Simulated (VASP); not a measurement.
Input of a VASP 6.6.1 run:

The input INCAR:

```
ALGO = Normal
EDIFF = 1E-6
ENCUT = 520
GGA = PE
ISIF = 2
ISMEAR = 0
LASPH = T
LCHARG = F
LREAL = F
LWAVE = F
NBANDS = 53
NELM = 80
PREC = Accurate
SIGMA = 0.1
```

Contents of KPOINTS:

```
k-points
0
Gamma
  6 6 4
```

POSCAR

```
HfNb2F
1.0
    4.5506894700      0.0000000000      0.0000000000
   -2.2753447400      3.9410126900      0.0000000000
    0.0000000000      0.0000000000      6.8462973600
Hf Nb F
2 4 2
Direct
    0.0000000000      0.0000000000      0.3203467400
    0.0000000000      0.0000000000      0.6796532600
    0.5000000000      0.0000000000      0.0000000000
    0.0000000000      0.5000000000      0.0000000000
    0.5000000000      0.5000000000      0.0000000000
    0.0000000000      0.0000000000      0.0000000000
    0.3333333300      0.6666666700      0.0000000000
    0.6666666700      0.3333333300      0.0000000000
```

Potentials or basis: VASP PAW PBE potentials, release 64 (Hf_pv, Nb_sv, F).

Launch:

```sh
$ cat potpaw_PBE.64/Hf_pv/POTCAR potpaw_PBE.64/Nb_sv/POTCAR potpaw_PBE.64/F/POTCAR > POTCAR
$ mpirun -np 1 vasp_std > vasp.out
```

**Question.** Estimate the largest force.

**Answer.** 5.123 eV/Å.

**Question.** What does it give for the pressure?

**Answer.** 350.8 GPa.

**Question.** Predict the band gap on the k mesh.

**Answer.** Zero (bands 43 and 44 overlap by 1.39 eV).

Forces on the atoms (eV/Å):
```
Hf   0.000  0.000  5.123
Hf   0.000  0.000 -5.123
Nb   0.000  0.000  0.000
Nb   0.000  0.000  0.000
Nb   0.000  0.000  0.000
Nb   0.000  0.000  0.000
F    0.000  0.000  0.000
F    0.000  0.000  0.000
```

Caveat: atoms lie so close that the PAW spheres overlap strongly, which falsifies energies and pressures; the cell stands under pressure; spin-orbit coupling is left out, which moves the levels of the heavy elements; forces of over 1 eV/Å act on the atoms, so gaps and moduli don't describe the material at rest.
